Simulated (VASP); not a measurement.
## Li4NbO4: single point with PBEsol

The system is Li4NbO4.

```xyz
9
Lattice="-3.8119 3.8119 1.6301 3.8119 -3.8119 1.6301 3.8119 3.8119 -1.6301" Properties=species:S:1:pos:R:3 pbc="T T T"
Li    0.5920    2.9526    0.0000
Li   -1.2644    2.6125    1.6301
Li    5.0763    1.1995    0.0000
Li    2.6125    1.2644    1.6301
Nb    0.0000    0.0000    0.0000
O     0.6077    5.7860    0.0000
O     1.9740    3.2042    1.6301
O     1.8379    0.6077    0.0000
O     3.2042   -1.9740    1.6301
```

This cell differs from its parent crystal: atom 1 (Li) moved by -0.608 Å along [1 0 0] and -0.405 Å along [0 1 0].

```json
{
  "Program": "VASP 6.6.1",
  "Task": "single point",
  "Functional": "PBEsol",
  "Potentials or basis": "VASP PAW PBE potentials, release 64 (Li_sv, Nb_sv, O)",
  "Cutoff": "520 eV",
  "k mesh": "10 × 10 × 10",
  "Occupations": "gaussian, width 0.05 eV",
  "Spin": "no spin polarisation",
  "Dipole correction": "no",
  "Further INCAR settings": "ALGO = Normal; EDIFF = 1e-06; NBANDS = 34"
}
```

| Item | Value |
| --- | --- |
| Largest force | 3.029 eV/Å |
| Band gap on the k mesh | zero (an odd number of electrons rules out a gap without spin polarisation) |

Forces on the atoms (eV/Å):
```
Li   2.925  0.788  0.000
Li  -0.585 -0.201  0.000
Li   0.194  0.220  0.000
Li  -0.648  0.615  0.000
Nb   0.108 -0.208  0.000
O    0.043 -0.440  0.000
O   -0.446  0.465  0.000
O    0.079 -0.693  0.000
O   -1.671 -0.545  0.000
```

Levels at points of the mesh, in eV from the Fermi level:
```csv
k point,band 23,band 24,band 25,band 26,band 27,band 28
"(0.00, 0.00, 0.00)",-1.84,-1.82,-1.63,2.76,3.00,3.16
"(0.50, 0.00, 0.00)",-1.99,-1.96,1.63,1.92,3.36,4.21
"(0.50, 0.00, 0.50)",-2.04,-1.92,1.71,1.87,3.40,4.21
"(0.50, 0.50, 0.00)",-1.96,-1.82,-1.69,2.75,2.99,3.19
"(0.00, 0.00, 0.50)",-2.08,-1.95,-1.91,2.73,3.00,3.26
"(0.50, 0.50, 0.50)",-2.07,-2.02,-1.55,2.48,2.78,3.01
```

Run time: 27 min on 1 thread of Oxide Virtual Turin-like Processor, with other jobs on the host, peak memory 0.77 GiB.

Caveat: the cell differs from its parent crystal (atom 1 (Li) moved by -0.608 Å along [1 0 0] and -0.405 Å along [0 1 0]); the PAW data sets were made with another functional, which shifts forces and pressure a little; an odd number of electrons without spin polarisation forces a metal; a magnetic or distorted state may lie lower.
